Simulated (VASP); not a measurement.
**GaAs: relaxation of cell and atoms with PBE**

GaAs:

```
Ga As
1.0
     0.00000    2.82685    2.82685
     2.82685    0.00000    2.82685
     2.82685    2.82685    0.00000
Ga As
1 1
Cartesian
  0.0000 0.0000 0.0000
  1.4134 1.4134 1.4134
```

```yaml
Program: VASP 6.6.1
Task: relaxation of cell and atoms
Functional: PBE
Potentials_or_basis: VASP PAW PBE potentials, release 64 (Ga_d, As)
Cutoff: 600 eV
k_mesh: 8 × 8 × 8
Occupations: fermi-dirac, width 0.02 eV
Spin: no spin polarisation
Dipole_correction: no
Further_INCAR_settings: ALGO = Normal; EDIFF = 1e-06; IBRION = 2; EDIFFG = -0.01; NSW = 80; ISIF = 3
```

```
Relaxed volume                        : 23.76 Å³/atom
Relaxed cell                          : a = 4.066 Å, b = 4.066 Å, c = 4.066 Å, α = 60.00°, β = 60.00°, γ = 60.00°
Space group after relaxing (to 0.1 Å) : F-43m (No. 216)
Energy gained by relaxing             : 11.9 meV/atom
Ionic steps                           : 6
Pressure after relaxing               : 0.0 GPa
Band gap on the k mesh                : 0.15 eV
```

The path:
| step | energy change (eV) | largest force (eV/Å) | pressure (GPa) | volume (Å³) |
| --- | --- | --- | --- | --- |
| 1 | 0.0000 | 0.0000 | 3.43 | 45.18 |
| 2 | -0.0208 | 0.0000 | -0.99 | 48.42 |
| 3 | -0.0239 | 0.0000 | 0.07 | 47.53 |
| 4 | -0.0238 | 0.0000 | -0.13 | 47.59 |
| 5 | -0.0239 | 0.0000 | 0.07 | 47.46 |
| 6 | -0.0239 | 0.0000 | -0.03 | 47.52 |

Final structure:
```
CELL_PARAMETERS angstrom
0.00000 2.87478 2.87478
2.87478 0.00000 2.87478
2.87478 2.87478 0.00000
ATOMIC_POSITIONS crystal
Ga 0.00000 0.00000 0.00000
As 0.25000 0.25000 0.25000
```

Levels at points of the mesh, in eV from the valence-band top:
```
           k point  band 5  band 6  band 7  band 8  band 9  band 10  band 11  band 12  band 13
(0.00, 0.00, 0.00)  -14.66  -12.38    0.00    0.00    0.00     0.15     3.71     3.71     3.71
(0.50, 0.00, 0.00)  -14.66  -10.76   -6.37   -1.07   -1.07     0.86     4.61     4.61     7.70
(0.50, 0.50, 0.00)  -14.65  -10.09   -6.59   -2.51   -2.51     1.56     1.67     9.77     9.77
```

Run time: 73 s on 1 thread of Intel(R) Xeon(R) 6975P-C (Granite Rapids), with other jobs on the host, peak memory 0.19 GiB.

PBE usually gives volumes a little too large and moduli too small. Zero-point motion and thermal expansion aren't in these numbers.
